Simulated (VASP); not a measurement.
# AlRu (P6_3/mmc) in VASP: relaxation of cell and atoms with PBE

Aim: the relaxation of cell and atoms of AlRu with PBE.

Everything below comes from runs of VASP 6.6.1. Logs are shortened: lines on timing, memory, paths and dates and some standing lists are left out, and cuts for length are marked.

## (1) The cell of the first run

The structure is hexagonal, space group P6_3/mmc (No. 194). The conventional cell has a = 2.850 Å, b = 2.850 Å, c = 8.039 Å, α = 90.00°, β = 90.00°, γ = 120.00°. Al (site symmetry -3m) has 6 Ru at 2.60 Å and 6 Al at 2.85 Å within 3.4 Å. Ru (site symmetry -6m2) has 6 Al at 2.60 Å and 6 Ru at 2.85 Å within 3.4 Å.

The cell was built from a structure type or drawn by symmetry, and may not be a known phase.

## (2) Relaxation of cell and atoms, PBE

Input file INCAR:

```
ALGO     = Fast           # electronic algorithm
EDIFF    = 1E-6           # SCF threshold, eV
EDIFFG   = -0.01          # ionic threshold
ENCUT    = 600            # plane-wave cutoff, eV
GGA      = PE             # functional
IBRION   = 2              # ionic algorithm
ISIF     = 3              # what is computed and relaxed
ISMEAR   = 0              # smearing method
LASPH    = T              # aspherical terms in the spheres
LCHARG   = F              # write CHGCAR
LREAL    = F              # projectors in reciprocal space
LWAVE    = F              # write WAVECAR
NELM     = 100            # most SCF steps
NSW      = 100            # ionic steps
PREC     = Accurate       # precision mode
SIGMA    = 0.1            # smearing width, eV
```

Input file KPOINTS:

```
k-points
0
Gamma
  18 18 6
```

Input file POSCAR:

```
AlRu
1.0
    2.8502487686      0.0000000000      0.0000000000
   -1.4251243843      2.4683878407      0.0000000000
    0.0000000000      0.0000000000      8.0388401080
Al Ru
2 2
Direct
    0.0000000000      0.0000000000      0.5000000000
    0.0000000000      0.0000000000      0.0000000000
    0.6666666667      0.3333333333      0.7500000000
    0.3333333333      0.6666666667      0.2500000000
```

Potentials or basis: VASP PAW PBE potentials, release 64 (Al, Ru_pv).

Command:

```console
$ cat potpaw_PBE.64/Al/POTCAR potpaw_PBE.64/Ru_pv/POTCAR > POTCAR
$ mpirun -np 1 vasp_std > vasp.out
```

OUTCAR:

```text
EDIFF = 1E-6
   EDIFFG = -0.01
   ENCUT = 600
   GGA = PE
   IBRION = 2
   ISIF = 3
   ISMEAR = 0
   LASPH = T
   LREAL = F
   NELM = 100
   NSW = 100
   PREC = Accurate

 ion  position               nearest neighbor table
   1  0.000  0.000  0.500-   3 2.60   4 2.60   4 2.60   3 2.60   3 2.60   4 2.60
   2  0.000  0.000  0.000-   3 2.60   4 2.60   4 2.60   3 2.60   3 2.60   4 2.60
   3  0.667  0.333  0.750-   1 2.60   2 2.60   1 2.60   2 2.60   1 2.60   2 2.60
   4  0.333  0.667  0.250-   1 2.60   2 2.60   1 2.60   2 2.60   1 2.60   2 2.60

  LATTYP: Found a hexagonal cell.
 ALAT       =     2.8502487686
 C/A-ratio  =     2.8203994671

  Lattice vectors:

 A1 = (   2.8502487686,   0.0000000000,   0.0000000000)
 A2 = (  -1.4251243843,   2.4683878407,   0.0000000000)
 A3 = (   0.0000000000,   0.0000000000,   8.0388401080)

Analysis of symmetry for initial positions (statically):
=====================================================================
 Subroutine PRICEL returns:
 Original cell was already a primitive cell.

 Routine SETGRP: Setting up the symmetry group for a
 hexagonal supercell.

 Subroutine GETGRP returns: Found 24 space group operations
 (whereof 12 operations were pure point group operations)
 out of a pool of 24 trial point group operations.

The static configuration has the point symmetry D_3d.
 The point group associated with its full space group is D_6h.

Analysis of symmetry for dynamics (positions and initial velocities):
=====================================================================
 Subroutine PRICEL returns:
 Original cell was already a primitive cell.

 Routine SETGRP: Setting up the symmetry group for a
 hexagonal supercell.

 Subroutine GETGRP returns: Found 24 space group operations
 (whereof 12 operations were pure point group operations)
 out of a pool of 24 trial point group operations.

The dynamic configuration has the point symmetry D_3d.
 The point group associated with its full space group is D_6h.

 Subroutine INISYM returns: Found 24 space group operations
 (whereof 12 operations are pure point group operations),
 and found     1 'primitive' translations

----------------------------------------------------------------------------------------

                                     Primitive cell

  volume of cell :      56.5574

  direct lattice vectors                    reciprocal lattice vectors
     2.850248769  0.000000000  0.000000000     0.350846569  0.202561361  0.000000000
    -1.425124384  2.468387841  0.000000000     0.000000000  0.405122722  0.000000000
     0.000000000  0.000000000  8.038840108     0.000000000  0.000000000  0.124396055

  length of vectors
     2.850248769  2.850248769  8.038840108     0.405122722  0.405122722  0.124396055

  position of ions in fractional coordinates (direct lattice)
     0.000000000  0.000000000  0.500000000
     0.000000000  0.000000000  0.000000000
     0.666666667  0.333333333  0.750000000
     0.333333333  0.666666667  0.250000000

  ion indices of the primitive-cell ions
   primitive index   ion index
                 1           1
                 2           2
                 3           3
                 4           4

----------------------------------------------------------------------------------------

 KPOINTS: k-points

Automatic generation of k-mesh.
 Grid dimensions read from file:
 generate k-points for:   18   18    6

 Generating k-lattice:

  Cartesian coordinates                     Fractional coordinates (reciprocal lattice)
     0.019491476  0.011253409  0.000000000     0.055555556 -0.000000000  0.000000000
     0.000000000  0.022506818  0.000000000     0.000000000  0.055555556  0.000000000
     0.000000000  0.000000000  0.020732676     0.000000000  0.000000000  0.166666667

  Length of vectors
     0.022506818  0.022506818  0.020732676

  Shift w.r.t. Gamma in fractional coordinates (k-lattice)
     0.000000000  0.000000000  0.000000000

 Subroutine IBZKPT returns following result:
 ===========================================

 Found    148 irreducible k-points:

 Following reciprocal coordinates:
            Coordinates               Weight
  0.000000  0.000000  0.000000      1.000000
  0.055556  0.000000  0.000000      6.000000
  0.111111  0.000000  0.000000      6.000000
  0.166667  0.000000  0.000000      6.000000
  0.222222  0.000000  0.000000      6.000000
  0.277778  0.000000  0.000000      6.000000
[... 16 lines left out ...]
  0.333333  0.111111  0.000000     12.000000
  0.388889  0.111111  0.000000     12.000000
 [... further k-points ...]
   k-points           NKPTS =    148   k-points in BZ     NKDIM =    148   number of bands    NBANDS=     21
   number of dos      NEDOS =    301   number of ions     NIONS =      4
   total plane-waves  NPLWV =  36864
   dimension x,y,z NGX =    24 NGY =   24 NGZ =   64
   dimension x,y,z NGXF=    48 NGYF=   48 NGZF=  128
   ions per type =               2   2
   NGX,Y,Z   is equivalent  to a cutoff of  14.00, 14.00, 13.24 a.u.
   NGXF,Y,Z  is equivalent  to a cutoff of  28.00, 28.00, 26.47 a.u.
 SYSTEM =  unknown system
   PREC   = accura    normal or accurate (medium, high low for compatibility)
   ISTART =      0    job   : 0-new  1-cont  2-samecut
   ICHARG =      2    charge: 1-file 2-atom 10-const
   ISPIN  =      1    spin polarized calculation?
   LNONCOLLINEAR =      F non collinear calculations
   LSORBIT =      F    spin-orbit coupling
   LASPH  =      T    aspherical Exc in radial PAW
   ENCUT  =  600.0 eV  44.10 Ry    6.64 a.u.   5.69  5.69 16.06*2*pi/ulx,y,z
   NELM   =    100;   NELMIN=  2; NELMDL= -5     # of ELM steps
   EDIFF  = 0.1E-05   stopping-criterion for ELM
   LREAL  =      F    real-space projection
   EDIFFG = -.1E-01   stopping-criterion for IOM
   NSW    =    100    number of steps for IOM
   IBRION =      2    ionic relax: 0-MD 1-quasi-New 2-CG
   NFREE  =      1    steps in history (QN), initial steepest desc. (CG)
   ISIF   =      3    stress and relaxation
   ISYM   =      2    0-nonsym 1-usesym 2-fastsym
   POTIM  = 0.5000    time-step for ionic-motion
   TEBEG  =    0.0;   TEEND  =   0.0 temperature during run
   PSTRESS=    0.0 pullay stress
   NELECT =      34.0000    total number of electrons
   NUPDOWN=      -1.0000    fix difference up-down
   EMIN   =  10.00;   EMAX   =-10.00  energy-range for DOS
   EFERMI =   0.00;   METHOD = LEGACY
   ISMEAR =     0;   SIGMA  =   0.10  broadening in eV -4-tet -1-fermi 0-gaus
   EFERMI_NEDOS =   21; number of points for ismear=-14 and -15
   IALGO  =     68    algorithm
   IMIX   =      4    mixing-type and parameters
     AMIX     =   0.40;   BMIX     =  1.00
     AMIX_MAG =   1.60;   BMIX_MAG =  1.00
  volume/ion in A,a.u.               =      14.14        95.42
  Fermi-wavevector in a.u.,A,eV,Ry     =   1.381671  2.610979 25.973720  1.909015
  Thomas-Fermi vector in A             =   2.506434
   LORBIT       =      0    0 simple, 1 ext, 2 COOP (PROOUT), +10 PAW based schemes
   GGA     = PE    functional components
   LHFCALC =     F    Hartree Fock is set to
   AEXX    =    0.0000 exact exchange contribution
   IVDW    =     0    specifies the selected vdW correction
   LEPSILON=     F    determine dielectric tensor
   LRPA    =     F    only Hartree local field effects (RPA)
 conjugate gradient relaxation of ions
 non-spin polarized calculation
 RMM-DIIS sequential band-by-band and
 Gauss-broadening in eV      SIGMA  =   0.10
  energy-cutoff  :      600.00
  volume of cell :       56.56
 maximum number of plane-waves:      1916
 NGX is ok and might be reduce to    24
   NGX = 11   NGY = 11   NGZ = 33

--------------------------------------- Ionic step        1  -------------------------------------------

 number of electron      34.0000000 magnetization

 Free energy of the ion-electron system (eV)
  ---------------------------------------------------
  ext. energy  EPLUGINS =         0.00000000
  ---------------------------------------------------
  free energy    TOTEN  =       -27.42590862 eV

  energy without entropy =      -27.40637849  energy(sigma->0) =      -27.41614356

------------------------ aborting loop because EDIFF is reached ----------------------------------------

  FORCE on cell =-STRESS in cart. coord.  units (eV):
  Direction    XX          YY          ZZ          XY          YZ          ZX
  --------------------------------------------------------------------------------------
  -------------------------------------------------------------------------------------
  Total        0.4319452      0.4319452     -0.8079341      0.0000000      0.0000000      0.0000000
  in kB       12.2362879     12.2362879    -22.8874272      0.0000000      0.0000000      0.0000000
  external PRESSURE =       0.5283828 kB  Pullay stress =       0.0000000 kB
[... 289 lines left out ...]
  energy  without entropy=      -27.4227291491  energy(sigma->0) =      -27.42986186

--------------------------------------- Ionic step        9  -------------------------------------------

 number of electron      33.9999998 magnetization

 Free energy of the ion-electron system (eV)
  ---------------------------------------------------
  ext. energy  EPLUGINS =         0.00000000
  ---------------------------------------------------
  free energy    TOTEN  =       -27.43720948 eV

  energy without entropy =      -27.42292668  energy(sigma->0) =      -27.43006808

 E-fermi :  10.2959     XC(G=0): -12.2595

 val. band max:       10.2904812559   @ k =   0.0556   0.0000   0.0000
 cond. band min:      10.2988192799   @ k =   0.3333   0.1667   0.0000
 fundamental gap:      0.0083380240
 Fermi energy:        10.2958946649

 k-point     1 :       0.0000    0.0000    0.0000
  band No.  band energies     occupation
      1     -31.7131      2.00000
      2     -31.7131      2.00000
      3     -31.7127      2.00000
      4     -31.7127      2.00000
      5     -31.6942      2.00000
      6     -31.6843      2.00000
[... 550 lines left out ...]
      5     -31.6266      2.00000
      6     -31.6247      2.00000
[... 13 lines left out ...]
     20      12.6602      0.00000
     21      13.8626      0.00000

 [... further k-points ...]

------------------------ aborting loop because EDIFF is reached ----------------------------------------

  FORCE on cell =-STRESS in cart. coord.  units (eV):
  Direction    XX          YY          ZZ          XY          YZ          ZX
  --------------------------------------------------------------------------------------
  -------------------------------------------------------------------------------------
  Total       -0.0087863     -0.0087863      0.0034144      0.0000000      0.0000000     -0.0000000
  in kB       -0.2483801     -0.2483801      0.0965221      0.0000000      0.0000000     -0.0000000
  external PRESSURE =      -0.1334127 kB  Pullay stress =       0.0000000 kB
[... 19 lines left out ...]
  FREE ENERGIE OF THE ION-ELECTRON SYSTEM (eV)
  ---------------------------------------------------
  free  energy   TOTEN  =       -27.4372094837 eV

  energy  without entropy=      -27.4229266813  energy(sigma->0) =      -27.43006808

 reached required accuracy - stopping structural energy minimisation
```

It took 8.8 min on 1 thread of AMD EPYC 9R45 (Zen 5), shared host; peak memory 0.31 GiB.

What came out:

```yaml
Free_energy: -27.4372 eV
Relaxed_volume: 14.17 Å³/atom
Relaxed_cell: a = 2.877 Å, b = 2.877 Å, c = 7.909 Å, α = 90.00°, β = 90.00°, γ = 120.00°
Space_group_after_relaxing_to_0.1_Å: P6_3/mmc (No. 194)
Energy_gained_by_relaxing: 2.8 meV/atom
Ionic_steps: 9
Pressure_after_relaxing: 0.0 GPa
Band_gap_on_the_k_mesh: zero (bands 17 and 18 overlap by 2.06 eV)
```

Step by step:
```csv
step,energy change (eV),largest force (eV/Å),pressure (GPa),volume (Å³)
1,0.0000,0.0000,0.05,56.56
2,-0.0093,0.0000,0.13,56.59
3,-0.0110,0.0000,0.19,56.60
4,-0.0097,0.0000,0.37,56.62
5,-0.0113,0.0000,0.14,56.61
6,-0.0112,0.0000,0.18,56.61
7,-0.0113,0.0000,0.25,56.61
8,-0.0111,0.0000,-0.48,56.82
9,-0.0113,0.0000,-0.01,56.68
```

Final structure:
```cif
data_structure
_symmetry_space_group_name_H-M 'P 1'
_symmetry_Int_Tables_number 1
_cell_length_a 2.8767
_cell_length_b 2.8767
_cell_length_c 7.9085
_cell_angle_alpha 90.000
_cell_angle_beta 90.000
_cell_angle_gamma 120.000
_cell_volume 56.68
loop_
_atom_site_label
_atom_site_type_symbol
_atom_site_fract_x
_atom_site_fract_y
_atom_site_fract_z
_atom_site_occupancy
Al1 Al 0.00000 0.00000 0.50000 1
Al2 Al 0.00000 0.00000 0.00000 1
Ru1 Ru 0.66667 0.33333 0.75000 1
Ru2 Ru 0.33333 0.66667 0.25000 1
```
